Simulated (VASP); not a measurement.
As2S: single point with r2SCAN

As2S:

```xyz
6
Lattice="3.6115 0.0000 0.0000 -1.8057 3.1276 0.0000 0.0000 0.0000 10.5218" Properties=species:S:1:pos:R:3 pbc="T T T"
As    0.0000    2.0851    6.0229
As    1.8057    1.0425    0.7620
As    0.0000    2.0851    9.7598
As    1.8057    1.0425    4.4989
S     0.0000    2.0851    2.6305
S     1.8057    1.0425    7.8914
```

* Program: VASP 6.6.1
* Task: single point
* Functional: r2SCAN
* Potentials or basis: VASP PAW PBE potentials, release 64 (As, S)
* Cutoff: 520 eV
* k mesh: 12 × 12 × 4
* Occupations: gaussian, width 0.1 eV
* Spin: no spin polarisation
* Dipole correction: no
* Further INCAR settings: ALGO = Normal; EDIFF = 1e-07; NBANDS = 25

```yaml
Pressure: -0.1 GPa
Largest_force: 0.019 eV/Å
Band_gap_on_the_k_mesh: zero (bands 16 and 17 overlap by 1.06 eV)
```

Forces in eV/Å, atoms in the order of the input:
```
As   0.000  0.000  0.019
As   0.000  0.000  0.019
As   0.000  0.000 -0.019
As   0.000  0.000 -0.019
S    0.000  0.000  0.000
S    0.000  0.000  0.000
```

Levels at points of the mesh, in eV from the Fermi level:
```tsv
k point	band 14	band 15	band 16	band 17	band 18	band 19
(0.00, 0.00, 0.00)	-0.83	-0.52	0.45	0.45	2.36	2.36
(0.50, 0.00, 0.00)	-2.56	-1.45	-0.14	-0.14	0.96	1.52
(0.00, 0.00, 0.50)	-0.08	-0.08	-0.08	0.86	0.86	2.42
(0.50, 0.00, 0.50)	-1.93	-1.24	-1.24	-0.41	-0.41	2.65
```

It took 21 min on 1 thread of Intel Xeon 8259CL (shared host), peak memory 0.34 GiB.

Caveat: the PAW data sets were made with another functional, which shifts forces and pressure a little.
